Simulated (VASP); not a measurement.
# BaS (Fm-3m) in VASP: notebook, part 3 of 3

VASP 6.6.1.

## Step 5: Relaxation of cell and atoms, revPBE (34.53 Å³/atom)

This run uses another cell than the first one, of 34.53 Å³/atom.

Input file POSCAR:

```
BaS
1.0
    0.0000000000      3.2563884516      3.2563884516
    3.2563884516      0.0000000000      3.2563884516
    3.2563884516      3.2563884516      0.0000000000
Ba S
1 1
Direct
    0.0000000000      0.0000000000      0.0000000000
    0.5000000000      0.5000000000      0.5000000000
```

Input file INCAR.step1:

```
ALGO = Normal ; EDIFF = 1E-7
EDIFFG = -0.002 ; EFERMI = MIDGAP
ENCUT = 690 ; GGA = RE
GGA_COMPAT = F ; IBRION = 2
ISIF = 3 ; ISMEAR = 0
LASPH = T ; LCHARG = F
LREAL = F ; LWAVE = F
NELM = 120 ; NELMIN = 4
NSW = 80 ; POTIM = 0.5
PREC = Accurate ; SIGMA = 0.03
```

Input file INCAR.step4:

```
ALGO = Normal ; EDIFF = 1E-7
EFERMI = MIDGAP ; ENCUT = 690
GGA = RE ; GGA_COMPAT = F
ISIF = 2 ; ISMEAR = 0
LASPH = T ; LCHARG = F
LREAL = F ; LWAVE = F
NELM = 120 ; PREC = Accurate
SIGMA = 0.03
```

Input file KPOINTS:

```
Automatic mesh
0
Gamma
  7 7 7
  0 0 0
```

Potentials or basis: VASP PAW PBE potentials, release 64 (Ba_sv, S).

Started as:

```sh
cat potpaw_PBE.64/Ba_sv/POTCAR potpaw_PBE.64/S/POTCAR > POTCAR
cp INCAR.step1 INCAR
cp POSCAR.step1 POSCAR
mpirun -np 1 vasp_std > vasp.out
cp CONTCAR POSCAR
mpirun -np 1 vasp_std > vasp.out
cp CONTCAR POSCAR
mpirun -np 1 vasp_std > vasp.out
cp CONTCAR POSCAR
cp INCAR.step4 INCAR
mpirun -np 1 vasp_std > vasp.out
```

OUTCAR:

```text
EDIFF = 1E-7
   EFERMI = MIDGAP
   ENCUT = 690
   GGA = RE
   ISIF = 2
   ISMEAR = 0
   LASPH = T
   LREAL = F
   NELM = 120
   PREC = Accurate

 ion  position               nearest neighbor table
   1  0.000  0.000  0.000-   2 3.26   2 3.26   2 3.26   2 3.26   2 3.26   2 3.26
   2  0.500  0.500  0.500-   1 3.26   1 3.26   1 3.26   1 3.26   1 3.26   1 3.26

  LATTYP: Found a face centered cubic cell.
 ALAT       =     6.5176089845

  Lattice vectors:

 A1 = (   0.0000000000,   3.2588044923,   3.2588044923)
 A2 = (   3.2588044923,   0.0000000000,   3.2588044923)
 A3 = (   3.2588044923,   3.2588044923,   0.0000000000)

Analysis of symmetry for initial positions (statically):
=====================================================================
 Subroutine PRICEL returns:
 Original cell was already a primitive cell.

 Routine SETGRP: Setting up the symmetry group for a
 face centered cubic supercell.

 Subroutine GETGRP returns: Found 48 space group operations
 (whereof 48 operations were pure point group operations)
 out of a pool of 48 trial point group operations.

The static configuration has the point symmetry O_h .

Analysis of symmetry for dynamics (positions and initial velocities):
=====================================================================
 Subroutine PRICEL returns:
 Original cell was already a primitive cell.

 Routine SETGRP: Setting up the symmetry group for a
 face centered cubic supercell.

 Subroutine GETGRP returns: Found 48 space group operations
 (whereof 48 operations were pure point group operations)
 out of a pool of 48 trial point group operations.

The dynamic configuration has the point symmetry O_h .

 Subroutine INISYM returns: Found 48 space group operations
 (whereof 48 operations are pure point group operations),
 and found     1 'primitive' translations

----------------------------------------------------------------------------------------

                                     Primitive cell

  volume of cell :      69.2157

  direct lattice vectors                    reciprocal lattice vectors
     0.000000000  3.258804492  3.258804492    -0.153430499  0.153430499  0.153430499
     3.258804492  0.000000000  3.258804492     0.153430499 -0.153430499  0.153430499
     3.258804492  3.258804492  0.000000000     0.153430499  0.153430499 -0.153430499

  length of vectors
     4.608645510  4.608645510  4.608645510     0.265749420  0.265749420  0.265749420

  position of ions in fractional coordinates (direct lattice)
     0.000000000  0.000000000  0.000000000
     0.500000000  0.500000000  0.500000000

  ion indices of the primitive-cell ions
   primitive index   ion index
                 1           1
                 2           2

----------------------------------------------------------------------------------------

 KPOINTS: Automatic mesh

Automatic generation of k-mesh.
 Grid dimensions read from file:
[... 26 lines left out ...]
  0.142857  0.142857  0.000000      6.000000
  0.285714  0.142857  0.000000     24.000000
[... 12 lines left out ...]
 -0.428571  0.428571  0.142857     24.000000
 -0.285714  0.428571  0.142857     24.000000
   k-points           NKPTS =     20   k-points in BZ     NKDIM =     20   number of bands    NBANDS=     12
   number of dos      NEDOS =    301   number of ions     NIONS =      2
   total plane-waves  NPLWV =  64000
   dimension x,y,z NGX =    40 NGY =   40 NGZ =   40
   dimension x,y,z NGXF=    80 NGYF=   80 NGZF=   80
   ions per type =               1   1
   NGX,Y,Z   is equivalent  to a cutoff of  14.43, 14.43, 14.43 a.u.
   NGXF,Y,Z  is equivalent  to a cutoff of  28.86, 28.86, 28.86 a.u.
 SYSTEM =  unknown system
   PREC   = accura    normal or accurate (medium, high low for compatibility)
   ISTART =      0    job   : 0-new  1-cont  2-samecut
   ICHARG =      2    charge: 1-file 2-atom 10-const
   ISPIN  =      1    spin polarized calculation?
   LNONCOLLINEAR =      F non collinear calculations
   LSORBIT =      F    spin-orbit coupling
   LASPH  =      T    aspherical Exc in radial PAW
   ENCUT  =  690.0 eV  50.71 Ry    7.12 a.u.   9.87  9.87  9.87*2*pi/ulx,y,z
   NELM   =    120;   NELMIN=  2; NELMDL=  0     # of ELM steps
   EDIFF  = 0.1E-06   stopping-criterion for ELM
   LREAL  =      F    real-space projection
   EDIFFG = 0.1E-05   stopping-criterion for IOM
   NSW    =      0    number of steps for IOM
   IBRION =     -1    ionic relax: 0-MD 1-quasi-New 2-CG
   NFREE  =      0    steps in history (QN), initial steepest desc. (CG)
   ISIF   =      2    stress and relaxation
   ISYM   =      2    0-nonsym 1-usesym 2-fastsym
   POTIM  = 0.5000    time-step for ionic-motion
   TEBEG  =    0.0;   TEEND  =   0.0 temperature during run

   SCALEE = 1.0000    scale energy and forces
   PSTRESS=    0.0 pullay stress
   NELECT =      16.0000    total number of electrons
   NUPDOWN=      -1.0000    fix difference up-down
   EMIN   =  10.00;   EMAX   =-10.00  energy-range for DOS
   EFERMI =   0.00;   METHOD = MIDGAP
   ISMEAR =     0;   SIGMA  =   0.03  broadening in eV -4-tet -1-fermi 0-gaus
   EFERMI_NEDOS =   21; number of points for ismear=-14 and -15
   IALGO  =     38    algorithm
   IMIX   =      4    mixing-type and parameters
     AMIX     =   0.40;   BMIX     =  1.00
     AMIX_MAG =   1.60;   BMIX_MAG =  1.00
  volume/ion in A,a.u.               =      34.61       233.55
  Fermi-wavevector in a.u.,A,eV,Ry     =   1.004723  1.898652 13.734661  1.009469
  Thomas-Fermi vector in A             =   2.137357
   LORBIT       =      0    0 simple, 1 ext, 2 COOP (PROOUT), +10 PAW based schemes
   GGA     = RE    functional components
   LHFCALC =     F    Hartree Fock is set to
   AEXX    =    0.0000 exact exchange contribution
   IVDW    =     0    specifies the selected vdW correction
   LEPSILON=     F    determine dielectric tensor
   LRPA    =     F    only Hartree local field effects (RPA)

   CSHIFT  =0.1000    complex shift for real part using Kramers Kronig

   OMEGAMAX=  -1.0    maximum frequency
 non-spin polarized calculation
 Gauss-broadening in eV      SIGMA  =   0.03
  energy-cutoff  :      690.00
  volume of cell :       69.22
 maximum number of plane-waves:      2863
   NGX = 19   NGY = 19   NGZ = 19

 number of electron      16.0000001 magnetization

 Free energy of the ion-electron system (eV)
  ---------------------------------------------------
  ext. energy  EPLUGINS =         0.00000000
  ---------------------------------------------------
  free energy    TOTEN  =        -9.70872137 eV

  energy without entropy =       -9.70872137  energy(sigma->0) =       -9.70872137

 E-fermi :   2.4235     XC(G=0):  -8.2095

 val. band max:        1.2412139063   @ k =   0.0000   0.0000   0.0000
 cond. band min:       3.6057517789   @ k =   0.4286   0.4286   0.0000
 fundamental gap:      2.3645378726
 Fermi energy:         2.4234828426

 k-point     1 :       0.0000    0.0000    0.0000
  band No.  band energies     occupation
      1     -25.0660      2.00000
      2     -10.1393      2.00000
      3     -10.1393      2.00000
      4     -10.1393      2.00000
      5      -9.0152      2.00000
      6       1.2412      2.00000
      7       1.2412      2.00000
      8       1.2412      2.00000
      9       4.7301      0.00000
     10       5.1690      0.00000
     11       5.1690      0.00000
     12       5.1690      0.00000
[... 271 lines left out ...]
 k-point    20 :      -0.2857    0.4286    0.1429
  band No.  band energies     occupation
      1     -25.0248      2.00000
      2     -10.5963      2.00000
      3     -10.4175      2.00000
      4     -10.3022      2.00000
      5      -8.5119      2.00000
      6       0.2028      2.00000
      7       0.6717      2.00000
      8       0.7089      2.00000
      9       5.2273      0.00000
     10       6.0724      0.00000
     11       7.3782      0.00000
     12       8.0834      0.00000

------------------------ aborting loop because EDIFF is reached ----------------------------------------

  FORCE on cell =-STRESS in cart. coord.  units (eV):
  Direction    XX          YY          ZZ          XY          YZ          ZX
  --------------------------------------------------------------------------------------
  -------------------------------------------------------------------------------------
  Total        0.0003350      0.0003350      0.0003350      0.0000000     -0.0000000     -0.0000000
  in kB        0.0077538      0.0077538      0.0077538      0.0000000     -0.0000000     -0.0000000
  external PRESSURE =       0.0077538 kB  Pullay stress =       0.0000000 kB

 VOLUME and BASIS-vectors are now :
 -----------------------------------------------------------------------------
  energy-cutoff  :      690.00
  volume of cell :       69.22
      direct lattice vectors                 reciprocal lattice vectors
     0.000000000  3.258804492  3.258804492    -0.153430499  0.153430499  0.153430499
     3.258804492  0.000000000  3.258804492     0.153430499 -0.153430499  0.153430499
     3.258804492  3.258804492  0.000000000     0.153430499  0.153430499 -0.153430499

 POSITION                                       TOTAL-FORCE (eV/Angst)
 -----------------------------------------------------------------------------------
      0.00000      0.00000      0.00000         0.000000      0.000000      0.000000
      3.25880      3.25880      3.25880         0.000000     -0.000000      0.000000
 -----------------------------------------------------------------------------------
    total drift:                                0.000000     -0.000000     -0.000000

  FREE ENERGIE OF THE ION-ELECTRON SYSTEM (eV)
  ---------------------------------------------------
  free  energy   TOTEN  =        -9.7087213745 eV

  energy  without entropy=       -9.7087213745  energy(sigma->0) =       -9.70872137
```

It took 76 s on 1 thread of Intel Xeon 6975P-C (Granite Rapids), shared host; peak memory 0.25 GiB.

What came out:

```yaml
Free_energy: -9.7087 eV
Relaxed_volume: 34.61 Å³/atom
Relaxed_cell: a = 4.609 Å, b = 4.609 Å, c = 4.609 Å, α = 60.00°, β = 60.00°, γ = 60.00°
Space_group_after_relaxing_to_0.1_Å: Fm-3m (No. 225)
Energy_gained_by_relaxing: 0.0 meV/atom
Ionic_steps: 5
Pressure_after_relaxing: 0.0 GPa
Band_gap_on_the_k_mesh: 2.36 eV (least direct gap 2.53 eV)
```

Final structure:
```yaml
crystal:
  lattice:
    - [0.00000, 3.25880, 3.25880]
    - [3.25880, 0.00000, 3.25880]
    - [3.25880, 3.25880, 0.00000]
  atoms:
    - { symbol: Ba, position: [0.00000, 0.00000, 0.00000] }
    - { symbol: S, position: [0.50000, 0.50000, 0.50000] }
```

Levels at points of the mesh, in eV from the valence-band top:
| k point | band 5 | band 6 | band 7 | band 8 | band 9 | band 10 | band 11 | band 12 |
| --- | --- | --- | --- | --- | --- | --- | --- | --- |
| (0.00, 0.00, 0.00) | -10.26 | 0.00 | 0.00 | 0.00 | 3.49 | 3.93 | 3.93 | 3.93 |

Caveat: the PAW data sets were made with another functional, which shifts forces and pressure a little; spin-orbit coupling is left out, which moves the levels of the heavy elements; an odd mesh through Γ misses points on the zone boundary, where band edges can lie.

## Step 6: Summary

| task | level | cell | k mesh | cutoff (eV) | smearing | dipole correction | tolerance level | purpose | passes | gap on the mesh (eV) | pressure (GPa) | relaxed volume (Å³/atom) |
| --- | --- | --- | --- | --- | --- | --- | --- | --- | --- | --- | --- | --- |
| single point | PBE | a = 4.517 Å, angles 60.0°, 2 atoms | 7 × 7 × 7 | 500 | gaussian 0.02 eV | no | - | - | - | 2.17 | 1.4 | - |
| single point | PBE | a = 4.517 Å, angles 60.0°, 2 atoms | 7 × 7 × 7 | 500 | gaussian 0.024 eV | no | - | - | - | 2.17 | 1.4 | - |
| relaxation of cell and atoms | revPBE | relaxed from a = 4.605 Å, angles 60.0°, 2 atoms | 5 × 5 × 5 | 390 | gaussian 0.03 eV | - | standard | cell | 2 | 2.42 | 0.0 | 34.61 |
| relaxation of cell and atoms | revPBE | relaxed from a = 4.605 Å, angles 60.0°, 2 atoms | 7 × 7 × 7 | 690 | gaussian 0.03 eV | - | standard | cell | 3 | 2.36 | 0.0 | 34.61 |

Alike in all rows: potentials or basis VASP PAW PBE potentials, release 64 (Ba_sv, S); no spin polarisation.

Caveats: spin-orbit coupling is left out, which moves the levels of the heavy elements; an odd mesh through Γ misses points on the zone boundary, where band edges can lie; the PAW data sets were made with another functional, which shifts forces and pressure a little (at least some runs).

Absolute energies hang on the potentials; compare differences alone.
